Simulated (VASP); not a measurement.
# FeGe16 (F-43m) in VASP: further runs

FeGe16 is run at these levels: PBEsol+U; tasks: single point.

Everything below comes from runs of VASP 6.6.1. Logs are shortened: lines on timing, memory, paths and dates and some standing lists are left out, and cuts for length are marked.

## (1) The cell of the first run

It takes space group F-43m (No. 216, cubic). Conventional cell: a = 11.315 Å, b = 11.315 Å, c = 11.315 Å, α = 90.00°, β = 90.00°, γ = 90.00°. Fe (site symmetry -43m) has 10 Ge at 2.47 to 2.86 Å within 3.3 Å. Ge (site symmetry -43m) has 4 Ge at 2.43 Å within 3.2 Å. Within 3.2 Å of Ge (site symmetry 2mm) lie 4 Ge at 2.44 to 2.47 Å and 1 Fe at 2.86 Å. Within 3.2 Å of Ge (site symmetry -43m) lie 4 Ge at 2.43 Å. Ge (site symmetry 3m) has 4 Ge at 2.43 to 2.47 Å and 1 Fe at 2.47 Å within 3.2 Å. Ge (site symmetry 3m) has 4 Ge at 2.43 to 2.44 Å within 3.2 Å.

## (2) Single point, PBEsol+U, collinear spin, ferromagnetic start

File INCAR:

```
PREC = Accurate ; ENCUT = 600
EDIFF = 1E-6 ; ISMEAR = 0
SIGMA = 0.05 ; LREAL = False
LASPH = True ; NELM = 200
ALGO = Normal ; ISIF = 2
LWAVE = False ; LCHARG = False
ISPIN = 2 ; MAGMOM = 2.24 0 0 0 0 0 0 0 0 0 0 0 0.01 0 0.01 0.01 0.01
LORBIT = 11 ; LMAXMIX = 4
LDAU = True ; LDAUTYPE = 2
LDAUL = 2 -1 ; LDAUU = 4 0
LDAUJ = 0 0 ; LDAUPRINT = 1
GGA = PS ; NBANDS = 134
GGA_COMPAT = False
```

File KPOINTS:

```
Automatic mesh
0
Gamma
  3 3 3
```

File POSCAR:

```
FeGe16
1.0
    0.0000000000      5.6575400000      5.6575400000
    5.6575400000      0.0000000000      5.6575400000
    5.6575400000      5.6575400000      0.0000000000
Fe Ge
1 16
Direct
    0.2500000000      0.2500000000      0.2500000000
    1.0000000000      1.0000000000      0.0000000000
    0.9976125891      0.9976125891      0.5023874109
    0.9976125891      0.5023874109      0.9976125891
    0.9976125891      0.5023874109      0.5023874109
    0.5023874109      0.9976125891      0.9976125891
    0.5023874109      0.9976125891      0.5023874109
    0.5023874109      0.5023874109      0.9976125891
    0.5000000000      0.5000000000      0.5000000000
    0.1242205332      0.1242205332      0.1242205332
    0.1242205332      0.1242205332      0.6273384004
    0.1242205332      0.6273384004      0.1242205332
    0.1277661185      0.6240779605      0.6240779605
    0.6273384004      0.1242205332      0.1242205332
    0.6240779605      0.1277661185      0.6240779605
    0.6240779605      0.6240779605      0.1277661185
    0.6240779605      0.6240779605      0.6240779605
```

Potentials or basis: VASP PAW PBE potentials, release 64 (Fe, Ge_d).

Launch:

```
$ cat potpaw_PBE.64/Fe/POTCAR potpaw_PBE.64/Ge_d/POTCAR > POTCAR
$ mpirun -np 1 vasp_std > vasp.out
```

OUTCAR:

```text
PREC = Accurate
   ENCUT = 600
   EDIFF = 1E-6
   ISMEAR = 0
   LREAL = False
   LASPH = True
   NELM = 200
   ISIF = 2
   ISPIN = 2
   LORBIT = 11
   GGA = PS

 ion  position               nearest neighbor table
   1  0.250  0.250  0.250-  10 2.47  11 2.47  12 2.47  14 2.47   7 2.86   8 2.86   3 2.86   4 2.86
                             5 2.86   6 2.86
   2  0.000  0.000  0.000-  11 2.43  12 2.43  14 2.43  10 2.43
   3  0.998  0.998  0.502-  13 2.44  15 2.44  10 2.47  11 2.47   1 2.86
   4  0.998  0.502  0.998-  13 2.44  16 2.44  10 2.47  12 2.47   1 2.86
   5  0.998  0.502  0.502-  17 2.44  13 2.44  11 2.47  12 2.47   1 2.86
   6  0.502  0.998  0.998-  15 2.44  16 2.44  10 2.47  14 2.47   1 2.86
   7  0.502  0.998  0.502-  17 2.44  15 2.44  11 2.47  14 2.47   1 2.86
   8  0.502  0.502  0.998-  17 2.44  16 2.44  12 2.47  14 2.47   1 2.86
   9  0.500  0.500  0.500-  13 2.43  15 2.43  16 2.43  17 2.43
  10  0.124  0.124  0.124-   2 2.43   1 2.47   3 2.47   4 2.47   6 2.47
  11  0.124  0.124  0.627-   2 2.43   1 2.47   5 2.47   7 2.47   3 2.47
  12  0.124  0.627  0.124-   2 2.43   1 2.47   5 2.47   8 2.47   4 2.47
  13  0.128  0.624  0.624-   9 2.43   4 2.44   3 2.44   5 2.44
  14  0.627  0.124  0.124-   2 2.43   1 2.47   7 2.47   8 2.47   6 2.47
  15  0.624  0.128  0.624-   9 2.43   6 2.44   3 2.44   7 2.44
  16  0.624  0.624  0.128-   9 2.43   6 2.44   4 2.44   8 2.44
  17  0.624  0.624  0.624-   9 2.43   7 2.44   8 2.44   5 2.44

  LATTYP: Found a face centered cubic cell.
 ALAT       =    11.3150800000

  Lattice vectors:

 A1 = (   0.0000000000,   5.6575400000,   5.6575400000)
 A2 = (   5.6575400000,   0.0000000000,   5.6575400000)
 A3 = (   5.6575400000,   5.6575400000,   0.0000000000)

Analysis of symmetry for initial positions (statically):
=====================================================================
 Subroutine PRICEL returns:
 Original cell was already a primitive cell.

 Routine SETGRP: Setting up the symmetry group for a
 face centered cubic supercell.

 Subroutine GETGRP returns: Found 24 space group operations
 (whereof 24 operations were pure point group operations)
 out of a pool of 48 trial point group operations.

The static configuration has the point symmetry T_d .

Analysis of symmetry for dynamics (positions and initial velocities):
=====================================================================
 Subroutine PRICEL returns:
 Original cell was already a primitive cell.

 Routine SETGRP: Setting up the symmetry group for a
 face centered cubic supercell.

 Subroutine GETGRP returns: Found 24 space group operations
 (whereof 24 operations were pure point group operations)
 out of a pool of 48 trial point group operations.

The dynamic configuration has the point symmetry T_d .

Analysis of structural, dynamic, and magnetic symmetry:
[... 202 lines left out ...]

  energy without entropy =      -82.55691561  energy(sigma->0) =      -82.56745978

 E-fermi :   5.3187     XC(G=0): -10.3867

 val. band max:        5.3135651967   @ k =   0.3333   0.0000   0.0000
 cond. band min:       5.3242189709   @ k =  -0.3333   0.3333   0.0000
 fundamental gap:      0.0106537742
 Fermi energy:         5.3187392872

 spin component 1

 k-point     1 :       0.0000    0.0000    0.0000
  band No.  band energies     occupation
      1     -19.7415      1.00000
      2     -19.7415      1.00000
      3     -19.7415      1.00000
      4     -19.6670      1.00000
      5     -19.6670      1.00000
      6     -19.6262      1.00000
[... 513 lines left out ...]
    127       8.1925      0.00000
    128       8.2739      0.00000
 Fermi energy:         5.3187392872

 spin component 2

 k-point     1 :       0.0000    0.0000    0.0000
  band No.  band energies     occupation
      1     -19.7376      1.00000
      2     -19.7376      1.00000
      3     -19.7376      1.00000
      4     -19.6621      1.00000
      5     -19.6621      1.00000
      6     -19.6241      1.00000
[... 513 lines left out ...]
    127       8.3454      0.00000
    128       8.3991      0.00000
 [bands above 128 left out]

------------------------ aborting loop because EDIFF is reached ----------------------------------------

  FORCE on cell =-STRESS in cart. coord.  units (eV):
  Direction    XX          YY          ZZ          XY          YZ          ZX
  --------------------------------------------------------------------------------------
  -------------------------------------------------------------------------------------
  Total        5.9144499      5.9144499      5.9144499      0.0000000      0.0000000      0.0000000
  in kB       26.1644761     26.1644761     26.1644761      0.0000000      0.0000000      0.0000000
  external PRESSURE =      26.1644761 kB  Pullay stress =       0.0000000 kB

 VOLUME and BASIS-vectors are now :
 -----------------------------------------------------------------------------
  energy-cutoff  :      600.00
  volume of cell :      362.17
      direct lattice vectors                 reciprocal lattice vectors
     0.000000000  5.657540000  5.657540000    -0.088377634  0.088377634  0.088377634
     5.657540000  0.000000000  5.657540000     0.088377634 -0.088377634  0.088377634
     5.657540000  5.657540000  0.000000000     0.088377634  0.088377634 -0.088377634

 POSITION                                       TOTAL-FORCE (eV/Angst)
 -----------------------------------------------------------------------------------
      2.82877      2.82877      2.82877         0.000000      0.000000      0.000000
      0.00000      0.00000      0.00000         0.000000      0.000000      0.000000
      8.48631      8.48631     11.28807         0.000000      0.000000     -0.030846
      8.48631     11.28807      8.48631         0.000000     -0.030846      0.000000
      5.68455      8.48631      8.48631         0.030846      0.000000      0.000000
     11.28807      8.48631      8.48631        -0.030846      0.000000      0.000000
[... 9 lines left out ...]
      4.25359      4.25359      7.06149         0.018143      0.018143     -0.018143
      7.06149      7.06149      7.06149        -0.018143     -0.018143     -0.018143
 -----------------------------------------------------------------------------------
    total drift:                               -0.000000     -0.000000     -0.000000

  FREE ENERGIE OF THE ION-ELECTRON SYSTEM (eV)
  ---------------------------------------------------
  free  energy   TOTEN  =       -82.5780039500 eV

  energy  without entropy=      -82.5569156055  energy(sigma->0) =      -82.56745978

 total charge

# of ion       s       p       d       tot
------------------------------------------
    1        0.334   0.337   6.554   7.225
    2        1.166   1.211  10.034  12.411
    3        1.132   1.259  10.029  12.420
    4        1.132   1.259  10.029  12.420
    5        1.132   1.259  10.029  12.420
    6        1.132   1.259  10.029  12.420
[... 9 lines left out ...]
   16        1.133   1.259  10.029  12.422
   17        1.133   1.259  10.029  12.422
--------------------------------------------------
tot         18.461  20.551 167.084 206.097

 magnetization (x)

# of ion       s       p       d       tot
------------------------------------------
    1        0.024   0.016   2.620   2.660
    2       -0.001   0.029   0.001   0.029
    3        0.004  -0.003   0.001   0.002
    4        0.004  -0.003   0.001   0.002
    5        0.004  -0.003   0.001   0.002
    6        0.004  -0.003   0.001   0.002
[... 9 lines left out ...]
   16        0.003   0.008  -0.001   0.010
   17        0.003   0.008  -0.001   0.010
--------------------------------------------------
tot          0.068   0.088   2.614   2.770
```

OSZICAR:

```text
N       E                     dE             d eps       ncg     rms          rms(c)
DAV:   1     0.391803560644E+04    0.39180E+04   -0.10214E+05  2454   0.521E+03
DAV:   2     0.877066989080E+03   -0.30410E+04   -0.29435E+04  2144   0.139E+03
DAV:   3     0.665393862353E+02   -0.81053E+03   -0.78599E+03  2152   0.348E+02
[... 11 lines left out ...]
DAV:  15    -0.825778843792E+02   -0.17288E-03   -0.11710E-03  3048   0.223E-01    0.820E-02
DAV:  16    -0.825779611427E+02   -0.76763E-04   -0.17846E-04  2728   0.126E-01    0.751E-02
DAV:  17    -0.825779899408E+02   -0.28798E-04   -0.14640E-04  2584   0.106E-01    0.314E-02
DAV:  18    -0.825780015356E+02   -0.11595E-04   -0.64841E-05  2304   0.617E-02    0.125E-02
DAV:  19    -0.825780036464E+02   -0.21108E-05   -0.14152E-05  2042   0.297E-02    0.288E-03
DAV:  20    -0.825780039500E+02   -0.30365E-06   -0.55623E-06  1640   0.173E-02
   1 F= -.82578004E+02 E0= -.82567460E+02  d E =-.210883E-01  mag=     2.7018
```

stdout:

```text
POSCAR found type information on POSCAR FeGe
 POSCAR found :  2 types and      17 ions
 scaLAPACK will be used
 -----------------------------------------------------------------------------
|                                                                             |
|                                                                             |
|     You have a (more or less) 'large supercell' and for larger cells it     |
|     might be more efficient to use real-space projection operators.         |
|     Therefore, try LREAL= Auto in the INCAR file.                           |
|     Mind: For very accurate calculation, you might also keep the            |
|     reciprocal projection scheme (i.e. LREAL=.FALSE.).                      |
|                                                                             |
 -----------------------------------------------------------------------------

 -----------------------------------------------------------------------------
|                                                                             |
|                                                                             |
|     You enforced a specific xc type in the INCAR file but a different       |
|     I HOPE YOU KNOW WHAT YOU ARE DOING!                                     |
|                                                                             |
 -----------------------------------------------------------------------------

 LDA part: xc-table for (Slater+PW92), standard interpolation
 POSCAR, INCAR and KPOINTS ok, starting setup
 FFT: planning ... GRIDC
 FFT: planning ... GRID_SOFT
 FFT: planning ... GRID
 WAVECAR not read
 entering main loop
```

Run time: 35 min. Hardware: 1 thread of Intel Xeon 8259CL, shared host; peak memory 0.95 GiB.

What came out:

```yaml
Free_energy: -82.5780 eV
Pressure: 2.6 GPa
Largest_force: 0.031 eV/Å
Net_moment: 2.70 μB per cell
Site_moments: Fe +2.66; Ge +0.03, +0.00, -0.00, +0.01 (each value once) μB
Valence_electrons_inside_the_program's_atomic_spheres: Fe 7.22; Ge 12.41, 12.42, 12.43, 12.46 (each value once)
```

Forces in eV/Å, atoms in the order of the input:
```
Fe   0.000  0.000  0.000
Ge   0.000  0.000  0.000
Ge   0.000  0.000 -0.031
Ge   0.000 -0.031  0.000
Ge   0.031  0.000  0.000
Ge  -0.031  0.000  0.000
Ge   0.000  0.031  0.000
Ge   0.000  0.000  0.031
Ge   0.000  0.000  0.000
Ge  -0.014 -0.014 -0.014
Ge   0.014  0.014 -0.014
Ge   0.014 -0.014  0.014
Ge  -0.018  0.018  0.018
Ge  -0.014  0.014  0.014
Ge   0.018 -0.018  0.018
Ge   0.018  0.018 -0.018
Ge  -0.018 -0.018 -0.018
```

Levels at points of the mesh, in eV from the Fermi level:
Spin up:
| k point | band 113 | band 114 | band 115 | band 116 | band 117 | band 118 | band 119 | band 120 | band 121 | band 122 |
| --- | --- | --- | --- | --- | --- | --- | --- | --- | --- | --- |
| (0.00, 0.00, 0.00) | -1.03 | -1.03 | -0.79 | -0.24 | -0.15 | -0.15 | -0.15 | -0.11 | -0.11 | -0.11 |
Spin down:
```tsv
k point	band 112	band 113	band 114	band 115	band 116	band 117	band 118	band 119
(0.00, 0.00, 0.00)	-0.85	-0.57	-0.23	-0.14	-0.14	-0.14	0.03	0.03
```

Eigenvalues of the final occupation matrices:
```csv
site,spin,trace,eigenvalues
site 1 d,1,4.60,0.90 0.90 0.90 0.95 0.95
site 1 d,2,1.98,0.06 0.06 0.62 0.62 0.62
```

Caveat: the PAW data sets were made with another functional, which shifts forces and pressure a little; the U is typed as a test and isn't derived for this compound. The state reached can hang on the start; a lower one may exist.

## (3) Single point, PBEsol+U, collinear spin, ferromagnetic start

File INCAR:

```
PREC = Accurate
ENCUT = 600
EDIFF = 1E-6
ISMEAR = 0
SIGMA = 0.05
LREAL = F
LASPH = T
NELM = 200
ALGO = Normal
ISIF = 2
LWAVE = F
LCHARG = T
ISPIN = 2
MAGMOM = 1 0 0 0 0 0 0 0 0 0 0 0 0 0 0 0 0
LORBIT = 11
NUPDOWN = 1.0
LMAXMIX = 4
LDAU = T
LDAUTYPE = 2
LDAUL = 2 -1
LDAUU = 4 0
LDAUJ = 0 0
LDAUPRINT = 1
GGA = PS
LELF = T
LVHAR = T
NBANDS = 134
GGA_COMPAT = F
```

File KPOINTS:

```
regular mesh
0
Gamma
  3 3 3
```

POSCAR is that of step 2.

Potentials or basis: VASP PAW PBE potentials, release 64 (Fe, Ge_d).

Launch:

```
$ cat potpaw_PBE.64/Fe/POTCAR potpaw_PBE.64/Ge_d/POTCAR > POTCAR
$ mpirun -np 1 vasp_std > vasp.out
```

It took 40 min on 1 thread of Intel Xeon 8259CL, shared host; peak memory 0.97 GiB.

It converged, with:

| Property | Result |
| --- | --- |
| Free energy | -82.2940 eV |
| Pressure | 2.1 GPa |
| Largest force | 0.174 eV/Å |
| Net moment | 1.00 μB per cell |
| Site moments | Fe +2.17; Ge -0.05, -0.03, -0.02 (each value once) μB |
| Valence electrons inside the program's atomic spheres | Fe 7.30; Ge 12.41, 12.43, 12.45, 12.42 (each value once) |

Forces on the atoms (eV/Å):
```
Fe   0.000  0.000  0.000
Ge   0.000  0.000  0.000
Ge   0.000  0.000  0.021
Ge   0.000  0.021  0.000
Ge  -0.021  0.000  0.000
Ge   0.021  0.000  0.000
Ge   0.000 -0.021  0.000
Ge   0.000  0.000 -0.021
Ge   0.000  0.000  0.000
Ge   0.101  0.101  0.101
Ge  -0.101 -0.101  0.101
Ge  -0.101  0.101 -0.101
Ge   0.003 -0.003 -0.003
Ge   0.101 -0.101 -0.101
Ge  -0.003  0.003 -0.003
Ge  -0.003 -0.003  0.003
Ge   0.003  0.003  0.003
```

Eigenvalues of the final occupation matrices:
```
    site  spin  trace               eigenvalues
site 1 d     1   4.42  0.85 0.85 0.85 0.93 0.93
site 1 d     2   2.27  0.05 0.05 0.72 0.72 0.72
```

Caveat: the PAW data sets were made with another functional, which shifts forces and pressure a little; the total moment is fixed, so each spin has its own Fermi level; the U is typed as a test and isn't derived for this compound. The state reached can hang on the start; a lower one may exist.
